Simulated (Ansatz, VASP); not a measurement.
## One calculation of Ge, two programs

```xyz
2
Lattice="0.0248 2.8288 2.8288 2.8288 0.0248 2.8288 2.8535 2.8535 0.0000" Properties=species:S:1:pos:R:3 pbc="T T T"
Ge    2.8535    2.8535    2.8288
Ge    4.2803    4.2803    4.2432
```

Change from the starting cell: strain +0.0175 x Voigt [0, 0, 0, 0, 0, 1], atoms carried along.

Alike in both runs: task single point; functional PBE; k mesh 14 × 14 × 14; occupations gaussian, width 0.15 eV; no spin polarisation.

```csv
,VASP,Ansatz
version,VASP 6.6.1,Ansatz 0.2.0
potentials or method,"VASP PAW PBE potentials, release 64 (Ge_d), cutoff 520 eV","scalar-relativistic, plane waves, PAW"
valence electrons in the cell,28,28
```

```tsv
	VASP	Ansatz	Ansatz less VASP
gap on the k mesh at the Fermi level (eV)	none	none	-
pressure (GPa)	3.7	3.7	+0.06
traceless stress, the component that is largest in VASP (GPa)	-1.51	-1.51	+0.001
rms of the force components (eV/Å)	0.093	0.094	+0.0006
```

Atom by atom the forces differ by 0.001 eV/Å (rms over components). A gap of «none» marks a metal or a gap that the smearing closes. With one functional, cell and mesh, what is left measures potentials, basis and numerics.
